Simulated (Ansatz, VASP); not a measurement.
PbS: VASP beside Ansatz

```
CELL_PARAMETERS angstrom
2.06798 1.36469 3.68288
-2.15714 1.24541 3.77960
-0.14788 -2.47330 3.68290
ATOMIC_POSITIONS crystal
Pb 0.98378 0.95413 0.98378
S 0.47182 0.50147 0.47182
```

Alike in both runs: task single point; functional PBE; k mesh 9 × 9 × 9; occupations gaussian, width 0.02 eV; no spin polarisation.

|  | VASP | Ansatz |
| --- | --- | --- |
| version | VASP 6.6.1 | Ansatz 0.2.0 |
| potentials or method | VASP PAW PBE potentials, release 64 (Pb_d, S), cutoff 520 eV | scalar-relativistic, plane waves, PAW |
| valence electrons in the cell | 20 | 20 |

|  | VASP | Ansatz | Ansatz less VASP |
| --- | --- | --- | --- |
| gap on the k mesh at the Fermi level (eV) | 0.72 | 0.71 | -0.003 |
| least direct gap on the mesh (eV) | 0.87 | 0.87 | -0.003 |
| pressure (GPa) | -3.2 | -3.1 | +0.07 |
| traceless stress, the component that is largest in VASP (GPa) | -1.92 | -1.92 | +0.001 |
| rms of the force components (eV/Å) | 0.080 | 0.080 | -0.0001 |

Atom by atom the forces differ by 0.001 eV/Å (rms over components). With one functional, cell and mesh, what is left measures potentials, basis and numerics. Ansatz's warnings: near symmetry operations not taken.

Spin-orbit coupling is off throughout.
